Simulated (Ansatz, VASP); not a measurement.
MgSnO4: VASP beside Ansatz

INCAR

```
SYSTEM = MgSnO4
PREC = Accurate
ENCUT = 600
EDIFF = 1E-7
ISMEAR = 0
SIGMA = 0.1
LREAL = .FALSE.
LASPH = .TRUE.
NELM = 100
ALGO = Normal
ISIF = 3
LWAVE = .FALSE.
LCHARG = .FALSE.
GGA = PE
IBRION = 2
NSW = 90
EDIFFG = -0.04
```

File KPOINTS:

```
regular mesh
0
G
  4 4 4
  0 0 0
```

The input POSCAR:

```
MgSnO4
1.0
    0.0000000000      3.5034811700      3.5034811700
    3.5034811700      0.0000000000      3.5034811700
    3.5034811700      3.5034811700      0.0000000000
Mg Sn O
1 1 4
Direct
    0.0000000000      0.0000000000      0.0000000000
    0.7500000000      0.7500000000      0.7500000000
    0.8759250000      0.3746916700      0.3746916700
    0.3746916700      0.3746916700      0.3746916700
    0.3746916700      0.8759250000      0.3746916700
    0.3746916700      0.3746916700      0.8759250000
```

Input for Ansatz:

```yaml
crystal:
  lattice:
    - [0.0, 3.50348117, 3.50348117]
    - [3.50348117, 0.0, 3.50348117]
    - [3.50348117, 3.50348117, 0.0]
  atoms:
    - { symbol: Mg, position: [0.0, 0.0, 0.0] }
    - { symbol: Sn, position: [0.75, 0.75, 0.75] }
    - { symbol: O, position: [0.875925, 0.37469167, 0.37469167] }
    - { symbol: O, position: [0.37469167, 0.37469167, 0.37469167] }
    - { symbol: O, position: [0.37469167, 0.875925, 0.37469167] }
    - { symbol: O, position: [0.37469167, 0.37469167, 0.875925] }
basis:
  ecutwfc: 420
kpoints:
  mp_grid: { grid: [4, 4, 4] }
hamiltonian:
  xc: pbe
scf:
  occupations: { method: gaussian, width: 0.1 }
  lower_state_search: "off"
output:
  forces: true
  stress: true
  eigenvalues: true
relax:
  adjacent_minimum: "off"
  f_tol: 0.04
  max_steps: 70
  cell: { stress_tol: 0.4 }
```

Change from the starting cell: species swapped into the ZrNbCo4 type (F-43m, No. 216).

Alike in both runs: task relaxation of cell and atoms; functional PBE; k mesh 4 × 4 × 4; occupations gaussian, width 0.1 eV; no spin polarisation.

|  | VASP | Ansatz |
| --- | --- | --- |
| version | VASP 6.6.1 | Ansatz 0.2.0 |
| potentials or method | VASP PAW PBE potentials, release 64 (Mg, Sn_d, O), cutoff 600 eV | scalar-relativistic, plane waves, PAW |
| valence electrons in the cell | 40 | 48 |

Ansatz gave:

- gap on the k mesh at the Fermi level, each at its own relaxed structure (eV): none
- relaxed volume (Å³/atom): 11.60
- relaxed length of the cell vector where the two differ most in proportion (Å): 4.617

Question: What did VASP give for the same quantities?

Answer: gap on the k mesh at the Fermi level, each at its own relaxed structure (eV): none; relaxed volume (Å³/atom): 11.51; relaxed length of the cell vector where the two differ most in proportion (Å): 4.605.

A gap of «none» marks a metal or a gap that the smearing closes. VASP's potentials hold 40 valence electrons a cell and Ansatz's 48, so a difference there can come from the potentials and not from the codes.

The k mesh is coarse, so the values compare programs but aren't converged. Noted on VASP's run: the volume moved by over 15 % at a fixed basis, so the end points are rough.
